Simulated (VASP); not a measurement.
## Si2Mo: relaxation of the atoms with PBEsol

Crystal: Si2Mo.

```xyz
3
Lattice="-1.6000 1.6000 4.0091 1.6000 -1.6000 4.0091 1.6000 1.6000 -4.0091" Properties=species:S:1:pos:R:3 pbc="T T T"
Mo    0.0000    0.0000    0.0000
Si    0.0000    0.0000    5.3482
Si    0.0000    0.0000    2.6701
```

* Program: VASP 6.6.1
* Task: relaxation of the atoms
* Functional: PBEsol
* Potentials or basis: VASP PAW PBE potentials, release 64 (Mo_sv, Si)
* Cutoff: 520 eV
* k mesh: 10 × 10 × 10
* Occupations: fermi-dirac, width 0.05 eV
* Spin: no spin polarisation
* Dipole correction: no
* Further INCAR settings: ALGO = Normal; EDIFF = 1e-07; IBRION = 2; EDIFFG = -0.01; NSW = 60

```
Energy gained by relaxing : 3.0 meV/atom
Ionic steps               : 3
Pressure after relaxing   : -6.2 GPa
Band gap on the k mesh    : zero (bands 11 and 12 overlap by 0.83 eV)
```

Stress tensor (GPa, compression positive):
```
 -3.35   0.00   0.00
  0.00  -3.35   0.00
  0.00   0.00 -11.92
```

Step by step:
```
step  energy change (eV)  largest force (eV/Å)  pressure (GPa)
   1              0.0000                0.3699           -6.64
   2             -0.0083                0.0952           -6.33
   3             -0.0089                0.0005           -6.21
```

Final structure:
```yaml
crystal:
  lattice:
    - [-1.60000, 1.60000, 4.00911]
    - [1.60000, -1.60000, 4.00911]
    - [1.60000, 1.60000, -4.00911]
  atoms:
    - { symbol: Mo, position: [0.00000, 0.00000, 0.00000] }
    - { symbol: Si, position: [0.66403, 0.66403, 0.00000] }
    - { symbol: Si, position: [0.33597, 0.33597, 0.00000] }
```

Levels at points of the mesh, in eV from the Fermi level:
| k point | band 7 | band 8 | band 9 | band 10 | band 11 | band 12 | band 13 | band 14 | band 15 |
| --- | --- | --- | --- | --- | --- | --- | --- | --- | --- |
| (0.00, 0.00, 0.00) | -3.73 | -3.06 | -2.46 | -2.46 | 0.45 | 3.19 | 3.27 | 3.56 | 3.56 |
| (0.50, 0.00, 0.00) | -5.00 | -4.49 | -2.57 | -2.45 | -0.43 | 2.24 | 3.22 | 3.79 | 3.87 |
| (0.50, 0.50, 0.00) | -5.52 | -5.17 | -4.32 | -3.14 | -1.24 | 2.32 | 2.59 | 2.88 | 3.08 |
| (0.50, 0.50, 0.50) | -3.47 | -2.12 | -0.59 | -0.59 | -0.31 | -0.31 | 0.56 | 4.27 | 4.77 |

It took 2.3 min on 1 thread of Intel(R) Xeon(R) Platinum 8259CL CPU @ 2.50GHz (Skylake/Cascade Lake), with other jobs on the host, peak memory 0.24 GiB.

Caveat: the PAW data sets were made with another functional, which shifts forces and pressure a little.
